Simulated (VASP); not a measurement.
Here is a VASP 6.6.1 calculation.

INCAR

```
SYSTEM = Sr3Ir
PREC = Accurate
ENCUT = 520
EDIFF = 1E-6
ISMEAR = 0
SIGMA = 0.1
LREAL = .FALSE.
LASPH = .TRUE.
NELM = 80
ALGO = Normal
ISIF = 2
LWAVE = .FALSE.
LCHARG = .FALSE.
GGA = PE
NBANDS = 28
```

File KPOINTS:

```
Automatic mesh
0
G
  4 4 4
  0 0 0
```

Contents of POSCAR:

```
Sr3Ir
1.0
    4.7718083251      0.0000000000      0.0000000000
    0.0000000000      4.7718083251      0.0000000000
    0.0000000000      0.0000000000      4.7718083251
Sr Ir
3 1
Direct
    0.0000000000      0.5000000000      0.5000000000
    0.5000000000      0.0000000000      0.5000000000
    0.5000000000      0.5000000000      0.0000000000
    0.0000000000      0.0000000000      0.0000000000
```

Potentials or basis: VASP PAW PBE potentials, release 64 (Sr_sv, Ir).

Launch:

```sh
$ cat potpaw_PBE.64/Sr_sv/POTCAR potpaw_PBE.64/Ir/POTCAR > POTCAR
$ mpirun -np 1 vasp_std > vasp.out
```

(1) Predict the band gap on the k mesh.

(2) What does it give for the pressure?

Answers

(1) zero (an odd number of electrons rules out a gap without spin polarisation).

(2) 5.6 GPa.

Caveat: the cell stands under pressure; spin-orbit coupling is left out, which moves the levels of the heavy elements.
